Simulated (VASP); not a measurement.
Wanted: the native input for a VASP 6.6.1 run.

- Task: single point
- Functional: LDA
- Potentials or basis: VASP PAW LDA potentials, release 64 (Re_sv_GW)
- Cutoff: 560 eV
- k mesh: 10 × 10 × 10
- Occupations: gaussian, width 0.05 eV
- Spin: no spin polarisation
- Dipole correction: no
- Further INCAR settings: ALGO = Normal; EDIFF = 1e-06; NBANDS = 14

The structure of Re lies in POSCAR:

```
Re
1.0
    0.0000000000      1.8896745409      1.8896745409
    1.8896745409      0.0000000000      1.8896745409
    1.8896745409      1.8896745409      0.0000000000
Re
1
Direct
    0.0000000000      0.0000000000      0.0000000000
```

This isn't the form of Re at room conditions, which is hcp.

The input as run:

INCAR

```
SYSTEM = Re
  PREC = Accurate
  ENCUT = 560
  EDIFF = 1E-6
  ISMEAR = 0
  SIGMA = 0.05
  LREAL = .False.
  LASPH = .True.
  NELM = 120
  ALGO = Normal
  ISIF = 2
  LWAVE = .False.
  LCHARG = .False.
  NBANDS = 14
  GGA_COMPAT = .False.
```

KPOINTS

```
regular mesh
0
Gamma
  10 10 10
  0 0 0
```

Potentials or basis: VASP PAW LDA potentials, release 64 (Re_sv_GW).

The run is started by

```sh
$ cat potpaw_LDA.64/Re_sv_GW/POTCAR > POTCAR
$ mpirun -np 1 vasp_std > vasp.out
```

Results of the run:

| Quantity | Value |
| --- | --- |
| Pressure | 30.3 GPa |
| Band gap on the k mesh | zero (an odd number of electrons rules out a gap without spin polarisation) |

Caveat: the cell stands under pressure; spin-orbit coupling is left out, which moves the levels of the heavy elements.

It took 10 s on 1 thread of Intel(R) Xeon(R) Platinum 8375C CPU @ 2.90GHz (Ice Lake), on a shared host, peak memory 0.13 GiB.
